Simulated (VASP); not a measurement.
# ZnO (P4_2/mnm) in VASP: further runs

The runs below take ZnO through single point, with PBEsol.

All numbers are computed with VASP 6.6.1; they aren't measurements. Logs are shortened: lines on timing, memory, paths and dates and some standing lists are left out, and cuts for length are marked.

**1. The cell of the first run**

Symmetry: P4_2/mnm, No. 136, tetragonal system. The conventional cell has a = 5.518 Å, b = 5.518 Å, c = 3.259 Å, α = 90.00°, β = 90.00°, γ = 90.00°. Within 2.6 Å of Zn (site symmetry m2m) lie 4 O at 1.94 to 2.01 Å. Within 2.6 Å of O (site symmetry m2m) lie 4 Zn at 1.94 to 2.01 Å.

**2. Single point, PBEsol**

Input file INCAR:

```
SYSTEM = ZnO
PREC = Accurate
ENCUT = 520
EDIFF = 1E-6
ISMEAR = 0
SIGMA = 0.01
LREAL = .FALSE.
LASPH = .TRUE.
NELM = 100
ALGO = Normal
ISIF = 2
LWAVE = .FALSE.
LCHARG = .FALSE.
GGA = PS
NBANDS = 46
```

Input file KPOINTS:

```
regular mesh
0
G
  4 4 6
  0 0 0
```

Input file POSCAR:

```
ZnO
1.0
    5.5175700000      0.0000000000      0.0000000000
    0.0000000000      5.5175700000      0.0000000000
    0.0000000000      0.0000000000      3.2587790000
Zn O
4 4
Direct
    0.1819730000      0.1819730000      0.5000000000
    0.8180270000      0.8180270000      0.5000000000
    0.6819730000      0.3180270000      0.0000000000
    0.3180270000      0.6819730000      0.0000000000
    0.8172470000      0.1827530000      0.5000000000
    0.1827530000      0.8172470000      0.5000000000
    0.6827530000      0.6827530000      0.0000000000
    0.3172470000      0.3172470000      0.0000000000
```

Potentials or basis: VASP PAW PBE potentials, release 64 (Zn, O).

Started as:

```sh
$ cat potpaw_PBE.64/Zn/POTCAR potpaw_PBE.64/O/POTCAR > POTCAR
$ mpirun -np 1 vasp_std > vasp.out
```

OUTCAR:

```text
SYSTEM = ZnO
   PREC = Accurate
   ENCUT = 520
   EDIFF = 1E-6
   ISMEAR = 0
   LREAL = .FALSE.
   LASPH = .TRUE.
   NELM = 100
   ISIF = 2
   GGA = PS

 ion  position               nearest neighbor table
   1  0.182  0.182  0.500-   8 1.94   8 1.94   5 2.01   6 2.01   2 2.84
   2  0.818  0.818  0.500-   7 1.94   7 1.94   5 2.01   6 2.01   1 2.84
   3  0.682  0.318  0.000-   5 1.94   5 1.94   8 2.01   7 2.01   4 2.84
   4  0.318  0.682  0.000-   6 1.94   6 1.94   8 2.01   7 2.01   3 2.84
   5  0.817  0.183  0.500-   3 1.94   3 1.94   1 2.01   2 2.01
   6  0.183  0.817  0.500-   4 1.94   4 1.94   1 2.01   2 2.01
   7  0.683  0.683  0.000-   2 1.94   2 1.94   4 2.01   3 2.01
   8  0.317  0.317  0.000-   1 1.94   1 1.94   4 2.01   3 2.01

  LATTYP: Found a simple tetragonal cell.
 ALAT       =     5.5175700000
 C/A-ratio  =     0.5906185150

  Lattice vectors:

 A1 = (   5.5175700000,   0.0000000000,   0.0000000000)
 A2 = (   0.0000000000,   5.5175700000,   0.0000000000)
 A3 = (   0.0000000000,   0.0000000000,   3.2587790000)

Analysis of symmetry for initial positions (statically):
=====================================================================
 Subroutine PRICEL returns:
 Original cell was already a primitive cell.

 Routine SETGRP: Setting up the symmetry group for a
 simple tetragonal supercell.

 Subroutine GETGRP returns: Found 16 space group operations
 (whereof  8 operations were pure point group operations)
 out of a pool of 16 trial point group operations.

The static configuration has the point symmetry D_2h.
 The point group associated with its full space group is D_4h.

Analysis of symmetry for dynamics (positions and initial velocities):
=====================================================================
 Subroutine PRICEL returns:
 Original cell was already a primitive cell.

 Routine SETGRP: Setting up the symmetry group for a
 simple tetragonal supercell.

 Subroutine GETGRP returns: Found 16 space group operations
 (whereof  8 operations were pure point group operations)
 out of a pool of 16 trial point group operations.

The dynamic configuration has the point symmetry D_2h.
 The point group associated with its full space group is D_4h.

 Subroutine INISYM returns: Found 16 space group operations
 (whereof  8 operations are pure point group operations),
 and found     1 'primitive' translations

----------------------------------------------------------------------------------------

                                     Primitive cell

  volume of cell :      99.2089

  direct lattice vectors                    reciprocal lattice vectors
     5.517570000  0.000000000  0.000000000     0.181239205  0.000000000  0.000000000
     0.000000000  5.517570000  0.000000000     0.000000000  0.181239205  0.000000000
     0.000000000  0.000000000  3.258779000     0.000000000  0.000000000  0.306863399

  length of vectors
     5.517570000  5.517570000  3.258779000     0.181239205  0.181239205  0.306863399

  position of ions in fractional coordinates (direct lattice)
     0.181973000  0.181973000  0.500000000
     0.818027000  0.818027000  0.500000000
     0.681973000  0.318027000  0.000000000
     0.318027000  0.681973000  0.000000000
     0.817247000  0.182753000  0.500000000
     0.182753000  0.817247000  0.500000000
     0.682753000  0.682753000  0.000000000
     0.317247000  0.317247000  0.000000000

  ion indices of the primitive-cell ions
   primitive index   ion index
                 1           1
                 2           2
                 3           3
                 4           4
                 5           5
                 6           6
                 7           7
                 8           8

----------------------------------------------------------------------------------------

 KPOINTS: regular mesh

Automatic generation of k-mesh.
 Grid dimensions read from file:
 generate k-points for:    4    4    6

 Generating k-lattice:

  Cartesian coordinates                     Fractional coordinates (reciprocal lattice)
     0.045309801  0.000000000  0.000000000     0.250000000  0.000000000  0.000000000
     0.000000000  0.045309801  0.000000000     0.000000000  0.250000000  0.000000000
     0.000000000  0.000000000  0.051143900     0.000000000  0.000000000  0.166666667

  Length of vectors
     0.045309801  0.045309801  0.051143900

  Shift w.r.t. Gamma in fractional coordinates (k-lattice)
     0.000000000  0.000000000  0.000000000

 Subroutine IBZKPT returns following result:
 ===========================================

 Found     24 irreducible k-points:

 Following reciprocal coordinates:
            Coordinates               Weight
  0.000000  0.000000  0.000000      1.000000
  0.250000  0.000000  0.000000      4.000000
  0.500000  0.000000  0.000000      2.000000
  0.250000  0.250000  0.000000      4.000000
  0.500000  0.250000  0.000000      4.000000
  0.500000  0.500000  0.000000      1.000000
[... 16 lines left out ...]
  0.500000  0.250000  0.500000      4.000000
  0.500000  0.500000  0.500000      1.000000
   k-points           NKPTS =     24   k-points in BZ     NKDIM =     24   number of bands    NBANDS=     46
   number of dos      NEDOS =    301   number of ions     NIONS =      8
   total plane-waves  NPLWV =  42336
   dimension x,y,z NGX =    42 NGY =   42 NGZ =   24
   dimension x,y,z NGXF=    84 NGYF=   84 NGZF=   48
   ions per type =               4   4
   NGX,Y,Z   is equivalent  to a cutoff of  12.65, 12.65, 12.24 a.u.
   NGXF,Y,Z  is equivalent  to a cutoff of  25.31, 25.31, 24.49 a.u.
 SYSTEM =  ZnO
   PREC   = accura    normal or accurate (medium, high low for compatibility)
   ISTART =      0    job   : 0-new  1-cont  2-samecut
   ICHARG =      2    charge: 1-file 2-atom 10-const
   ISPIN  =      1    spin polarized calculation?
   LNONCOLLINEAR =      F non collinear calculations
   LSORBIT =      F    spin-orbit coupling
   LASPH  =      T    aspherical Exc in radial PAW
   ENCUT  =  520.0 eV  38.22 Ry    6.18 a.u.  10.26 10.26  6.06*2*pi/ulx,y,z
   NELM   =    100;   NELMIN=  2; NELMDL= -5     # of ELM steps
   EDIFF  = 0.1E-05   stopping-criterion for ELM
   LREAL  =      F    real-space projection
   EDIFFG = 0.1E-04   stopping-criterion for IOM
   NSW    =      0    number of steps for IOM
   IBRION =     -1    ionic relax: 0-MD 1-quasi-New 2-CG
   NFREE  =      0    steps in history (QN), initial steepest desc. (CG)
   ISIF   =      2    stress and relaxation
   ISYM   =      2    0-nonsym 1-usesym 2-fastsym
   POTIM  = 0.5000    time-step for ionic-motion
   TEBEG  =    0.0;   TEEND  =   0.0 temperature during run
   PSTRESS=    0.0 pullay stress
   NELECT =      72.0000    total number of electrons
   NUPDOWN=      -1.0000    fix difference up-down
   EMIN   =  10.00;   EMAX   =-10.00  energy-range for DOS
   EFERMI =   0.00;   METHOD = LEGACY
   ISMEAR =     0;   SIGMA  =   0.01  broadening in eV -4-tet -1-fermi 0-gaus
   EFERMI_NEDOS =   21; number of points for ismear=-14 and -15
   IALGO  =     38    algorithm
   IMIX   =      4    mixing-type and parameters
     AMIX     =   0.40;   BMIX     =  1.00
     AMIX_MAG =   1.60;   BMIX_MAG =  1.00
  volume/ion in A,a.u.               =      12.40        83.69
  Fermi-wavevector in a.u.,A,eV,Ry     =   1.471190  2.780146 29.448454  2.164400
  Thomas-Fermi vector in A             =   2.586356
   LORBIT       =      0    0 simple, 1 ext, 2 COOP (PROOUT), +10 PAW based schemes
   GGA     = PS    functional components
   LHFCALC =     F    Hartree Fock is set to
   AEXX    =    0.0000 exact exchange contribution
   IVDW    =     0    specifies the selected vdW correction
   LEPSILON=     F    determine dielectric tensor
   LRPA    =     F    only Hartree local field effects (RPA)
 non-spin polarized calculation
 Gauss-broadening in eV      SIGMA  =   0.01
  energy-cutoff  :      520.00
  volume of cell :       99.21
 maximum number of plane-waves:      2696
 NGX is ok and might be reduce to    42
   NGX = 21   NGY = 21   NGZ = 13

 number of electron      71.9999983 magnetization

 Free energy of the ion-electron system (eV)
  ---------------------------------------------------
  ext. energy  EPLUGINS =         0.00000000
  ---------------------------------------------------
  free energy    TOTEN  =       -38.57035831 eV

  energy without entropy =      -38.57035831  energy(sigma->0) =      -38.57035831

 E-fermi :   0.8971     XC(G=0): -10.8938

 val. band max:        0.8453882952   @ k =   0.0000   0.0000   0.0000
 cond. band min:       1.5408559471   @ k =   0.0000   0.0000   0.0000
 fundamental gap:      0.6954676519
 Fermi energy:         0.8970529228

 k-point     1 :       0.0000    0.0000    0.0000
  band No.  band energies     occupation
      1     -17.2232      2.00000
      2     -16.4909      2.00000
      3     -16.4909      2.00000
      4     -16.3977      2.00000
      5      -5.5583      2.00000
      6      -5.2896      2.00000
[... 38 lines left out ...]
     45      11.0741      0.00000
     46      12.9353      0.00000

 k-point     2 :       0.2500    0.0000    0.0000
  band No.  band energies     occupation
      1     -17.1370      2.00000
      2     -16.6528      2.00000
      3     -16.4585      2.00000
      4     -16.3592      2.00000
      5      -5.5405      2.00000
      6      -5.3452      2.00000
[... 38 lines left out ...]
     45      11.6879      0.00000
     46      12.3115      0.00000

 k-point     3 :       0.5000    0.0000    0.0000
  band No.  band energies     occupation
      1     -16.9147      2.00000
      2     -16.9147      2.00000
      3     -16.3913      2.00000
      4     -16.3913      2.00000
      5      -5.4603      2.00000
      6      -5.4603      2.00000
[... 1018 lines left out ...]
     45      10.4022      0.00000
     46      10.4022      0.00000

 k-point    24 :       0.5000    0.5000    0.5000
  band No.  band energies     occupation
      1     -16.5383      2.00000
      2     -16.5383      2.00000
      3     -16.2904      2.00000
      4     -16.2904      2.00000
      5      -5.3709      2.00000
      6      -5.3709      2.00000
[... 38 lines left out ...]
     45      11.0901      0.00000
     46      11.0901      0.00000

------------------------ aborting loop because EDIFF is reached ----------------------------------------

  FORCE on cell =-STRESS in cart. coord.  units (eV):
  Direction    XX          YY          ZZ          XY          YZ          ZX
  --------------------------------------------------------------------------------------
  -------------------------------------------------------------------------------------
  Total        0.0079272      0.0079272     -0.1545154      0.0000000      0.0000000      0.0000000
  in kB        0.1280205      0.1280205     -2.4953513      0.0000000      0.0000000      0.0000000
  external PRESSURE =      -0.7464368 kB  Pullay stress =       0.0000000 kB

 VOLUME and BASIS-vectors are now :
 -----------------------------------------------------------------------------
  energy-cutoff  :      520.00
  volume of cell :       99.21
      direct lattice vectors                 reciprocal lattice vectors
     5.517570000  0.000000000  0.000000000     0.181239205  0.000000000  0.000000000
     0.000000000  5.517570000  0.000000000     0.000000000  0.181239205  0.000000000
     0.000000000  0.000000000  3.258779000     0.000000000  0.000000000  0.306863399

 POSITION                                       TOTAL-FORCE (eV/Angst)
 -----------------------------------------------------------------------------------
      1.00405      1.00405      1.62939         0.001755      0.001755      0.000000
      4.51352      4.51352      1.62939        -0.001755     -0.001755      0.000000
      3.76283      1.75474      0.00000         0.001755     -0.001755      0.000000
      1.75474      3.76283      0.00000        -0.001755      0.001755      0.000000
      4.50922      1.00835      1.62939         0.015204     -0.015204     -0.000000
      1.00835      4.50922      1.62939        -0.015204      0.015204      0.000000
      3.76714      3.76714      0.00000        -0.015204     -0.015204     -0.000000
      1.75043      1.75043      0.00000         0.015204      0.015204      0.000000
 -----------------------------------------------------------------------------------
    total drift:                                0.000000     -0.000000     -0.000000

  FREE ENERGIE OF THE ION-ELECTRON SYSTEM (eV)
  ---------------------------------------------------
  free  energy   TOTEN  =       -38.5703583115 eV

  energy  without entropy=      -38.5703583115  energy(sigma->0) =      -38.57035831
```

Run time: 84 s. Hardware: 1 thread of Intel Xeon Platinum 8375C at 2.90GHz (Ice Lake), shared host; peak memory 0.24 GiB.

What came out:

* Free energy: -38.5704 eV
* Pressure: -0.1 GPa
* Largest force: 0.022 eV/Å
* Band gap on the k mesh: 0.70 eV, direct

Forces in eV/Å, atoms in the order of the input:
```
Zn   0.002  0.002  0.000
Zn  -0.002 -0.002  0.000
Zn   0.002 -0.002  0.000
Zn  -0.002  0.002  0.000
O    0.015 -0.015  0.000
O   -0.015  0.015  0.000
O   -0.015 -0.015  0.000
O    0.015  0.015  0.000
```

Levels at points of the mesh, in eV from the valence-band top:
```csv
k point,band 32,band 33,band 34,band 35,band 36,band 37,band 38,band 39,band 40,band 41
"(0.00, 0.00, 0.00)",-0.88,-0.48,-0.18,-0.18,0.00,0.70,5.18,5.18,6.75,7.24
"(0.50, 0.00, 0.00)",-1.60,-0.49,-0.49,-0.43,-0.43,3.13,3.13,6.00,6.00,8.10
"(0.50, 0.50, 0.00)",-1.14,-0.88,-0.88,-0.76,-0.76,4.18,4.18,4.57,4.57,8.52
"(0.00, 0.00, 0.50)",-1.85,-1.81,-1.81,-1.32,-1.32,5.76,5.76,7.86,7.86,8.10
"(0.50, 0.00, 0.50)",-1.89,-1.58,-1.58,-1.05,-1.05,5.84,5.84,6.65,6.65,7.70
"(0.50, 0.50, 0.50)",-1.42,-1.36,-1.36,-1.34,-1.34,5.38,5.38,5.83,5.83,7.85
```

Caveat: the PAW data sets were made with another functional, which shifts forces and pressure a little.

**3. Single point, PBEsol**

Input file INCAR:

```
PREC     = Accurate       # precision mode
ENCUT    = 520            # plane-wave cutoff, eV
EDIFF    = 1E-6           # SCF threshold, eV
ISMEAR   = 0              # smearing method
SIGMA    = 0.01           # smearing width, eV
LREAL    = False          # projectors in reciprocal space
LASPH    = True           # aspherical terms in the spheres
NELM     = 100            # most SCF steps
ALGO     = Normal         # electronic algorithm
ISIF     = 2              # what is computed and relaxed
LWAVE    = False          # write WAVECAR
LCHARG   = False          # write CHGCAR
GGA      = PS             # functional
NBANDS   = 46             # bands
```

Input file KPOINTS:

```
Automatic mesh
0
Gamma
  4 4 6
```

POSCAR is that of step 2.

Potentials or basis: VASP PAW PBE potentials, release 64 (Zn, O).

Started as:

```sh
$ cat potpaw_PBE.64/Zn/POTCAR potpaw_PBE.64/O/POTCAR > POTCAR
$ mpirun -np 1 vasp_std > vasp.out
```

OUTCAR:

```text
PREC = Accurate
   ENCUT = 520
   EDIFF = 1E-6
   ISMEAR = 0
   LREAL = False
   LASPH = True
   NELM = 100
   ISIF = 2
   GGA = PS

 ion  position               nearest neighbor table
   1  0.182  0.182  0.500-   8 1.94   8 1.94   5 2.01   6 2.01   2 2.84
   2  0.818  0.818  0.500-   7 1.94   7 1.94   5 2.01   6 2.01   1 2.84
   3  0.682  0.318  0.000-   5 1.94   5 1.94   8 2.01   7 2.01   4 2.84
[... 1392 lines left out ...]
  -------------------------------------------------------------------------------------
  Total        0.0079272      0.0079272     -0.1545154      0.0000000      0.0000000      0.0000000
  in kB        0.1280205      0.1280205     -2.4953513      0.0000000      0.0000000      0.0000000
  external PRESSURE =      -0.7464368 kB  Pullay stress =       0.0000000 kB

 VOLUME and BASIS-vectors are now :
 -----------------------------------------------------------------------------
  energy-cutoff  :      520.00
  volume of cell :       99.21
      direct lattice vectors                 reciprocal lattice vectors
     5.517570000  0.000000000  0.000000000     0.181239205  0.000000000  0.000000000
     0.000000000  5.517570000  0.000000000     0.000000000  0.181239205  0.000000000
     0.000000000  0.000000000  3.258779000     0.000000000  0.000000000  0.306863399

 POSITION                                       TOTAL-FORCE (eV/Angst)
 -----------------------------------------------------------------------------------
      1.00405      1.00405      1.62939         0.001755      0.001755      0.000000
      4.51352      4.51352      1.62939        -0.001755     -0.001755      0.000000
      3.76283      1.75474      0.00000         0.001755     -0.001755      0.000000
      1.75474      3.76283      0.00000        -0.001755      0.001755      0.000000
      4.50922      1.00835      1.62939         0.015204     -0.015204     -0.000000
      1.00835      4.50922      1.62939        -0.015204      0.015204      0.000000
      3.76714      3.76714      0.00000        -0.015204     -0.015204     -0.000000
      1.75043      1.75043      0.00000         0.015204      0.015204      0.000000
 -----------------------------------------------------------------------------------
    total drift:                                0.000000     -0.000000     -0.000000

  FREE ENERGIE OF THE ION-ELECTRON SYSTEM (eV)
  ---------------------------------------------------
  free  energy   TOTEN  =       -38.5703583115 eV

  energy  without entropy=      -38.5703583115  energy(sigma->0) =      -38.57035831
```

stdout:

```text
POSCAR found type information on POSCAR ZnO
 POSCAR found :  2 types and       8 ions
 scaLAPACK will be used
 -----------------------------------------------------------------------------
|                                                                             |
|                                                                             |
|     You enforced a specific xc type in the INCAR file but a different       |
|     I HOPE YOU KNOW WHAT YOU ARE DOING!                                     |
|                                                                             |
 -----------------------------------------------------------------------------

 LDA part: xc-table for (Slater+PW92), standard interpolation
 POSCAR, INCAR and KPOINTS ok, starting setup
 FFT: planning ... GRIDC
 FFT: planning ... GRID_SOFT
 FFT: planning ... GRID
 WAVECAR not read
 entering main loop
```

It took 83 s on 1 thread of Intel Xeon Platinum 8375C at 2.90GHz (Ice Lake), shared host; peak memory 0.24 GiB.

What came out:

```yaml
Free_energy: -38.5704 eV
Pressure: -0.1 GPa
Largest_force: 0.022 eV/Å
Band_gap_on_the_k_mesh: 0.70 eV, direct
```

Forces on the atoms (eV/Å):
```
Zn   0.002  0.002  0.000
Zn  -0.002 -0.002  0.000
Zn   0.002 -0.002  0.000
Zn  -0.002  0.002  0.000
O    0.015 -0.015  0.000
O   -0.015  0.015  0.000
O   -0.015 -0.015  0.000
O    0.015  0.015  0.000
```

Stress tensor (GPa, compression positive):
```
 0.01  0.00  0.00
 0.00  0.01  0.00
 0.00  0.00 -0.25
```

Levels at points of the mesh, in eV from the valence-band top:
| k point | band 34 | band 35 | band 36 | band 37 | band 38 | band 39 |
| --- | --- | --- | --- | --- | --- | --- |
| (0.00, 0.00, 0.00) | -0.18 | -0.18 | 0.00 | 0.70 | 5.18 | 5.18 |
| (0.50, 0.00, 0.00) | -0.49 | -0.43 | -0.43 | 3.13 | 3.13 | 6.00 |
| (0.50, 0.50, 0.00) | -0.88 | -0.76 | -0.76 | 4.18 | 4.18 | 4.57 |
| (0.00, 0.00, 0.50) | -1.81 | -1.32 | -1.32 | 5.76 | 5.76 | 7.86 |
| (0.50, 0.00, 0.50) | -1.58 | -1.05 | -1.05 | 5.84 | 5.84 | 6.65 |
| (0.50, 0.50, 0.50) | -1.36 | -1.34 | -1.34 | 5.38 | 5.38 | 5.83 |

Caveat: the PAW data sets were made with another functional, which shifts forces and pressure a little.
